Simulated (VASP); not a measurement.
Input of a VASP 6.6.1 run:

The input POSCAR:

```
MoS
1.0
    0.0000000000      3.1409783643      3.1409783643
    3.1409783643      0.0000000000      3.1409783643
    3.1409783643      3.1409783643      0.0000000000
Mo S
1 1
Direct
    0.0000000000      0.0000000000      0.0000000000
    0.2500000000      0.2500000000      0.2500000000
```

File INCAR.step1:

```
SYSTEM = MoS
  PREC = Accurate
  ENCUT = 520
  ISMEAR = 0
  SIGMA = 0.1
  LREAL = .False.
  LASPH = .True.
  NELM = 150
  ISPIN = 2
  MAGMOM = 2 0
  LMAXMIX = 4
  LDAU = .True.
  LDAUTYPE = 2
  LDAUL = 2 -1
  LDAUU = 4.38 0
  LDAUJ = 0 0
  NBANDS = 21
  GGA = PE
  ALGO = Normal
  EDIFF = 1E-4
  LWAVE = .True.
  LCHARG = .False.
```

Contents of INCAR.step2:

```
SYSTEM = MoS
  PREC = Accurate
  ENCUT = 520
  EDIFF = 1E-6
  ISMEAR = 0
  SIGMA = 0.1
  LREAL = .False.
  LASPH = .True.
  NELM = 150
  ALGO = Normal
  ISIF = 2
  LWAVE = .False.
  LCHARG = .True.
  ISPIN = 2
  MAGMOM = 2 0
  LORBIT = 11
  LMAXMIX = 4
  LDAU = .True.
  LDAUTYPE = 2
  LDAUL = 2 -1
  LDAUU = 4.38 0
  LDAUJ = 0 0
  LDAUPRINT = 1
  METAGGA = R2SCAN
  LMIXTAU = .True.
  LELF = .True.
  LVHAR = .True.
  NBANDS = 21
  ISTART = 1
```

Contents of KPOINTS:

```
regular mesh
0
Gamma
  12 12 12
  0 0 0
```

Potentials or basis: VASP PAW PBE potentials, release 64 (Mo_sv, S).

Command:

```sh
$ cat potpaw_PBE.64/Mo_sv/POTCAR potpaw_PBE.64/S/POTCAR > POTCAR
$ cp INCAR.step1 INCAR
$ mpirun -np 1 vasp_std > vasp.out
$ cp INCAR.step2 INCAR
$ mpirun -np 1 vasp_std > vasp.out
```

**Question.** Predict the net moment.

**Answer.** 4.00 μB per cell.

**Question.** Estimate the site moments.

**Answer.** Mo +3.70; S -0.25 μB.

**Question.** What does it give for the band gap on the k mesh?

**Answer.** Zero (filled and empty bands overlap).

**Question.** What does it give for the pressure?

**Answer.** -7.4 GPa.

Eigenvalues of the final occupation matrices:
| site | spin | trace | eigenvalues |
| --- | --- | --- | --- |
| site 1 d | 1 | 3.77 | 0.69 0.69 0.69 0.84 0.84 |
| site 1 d | 2 | 0.14 | 0.01 0.01 0.04 0.04 0.04 |

Caveat: the cell stands under tension; the PAW data sets were made with another functional, which shifts forces and pressure a little.
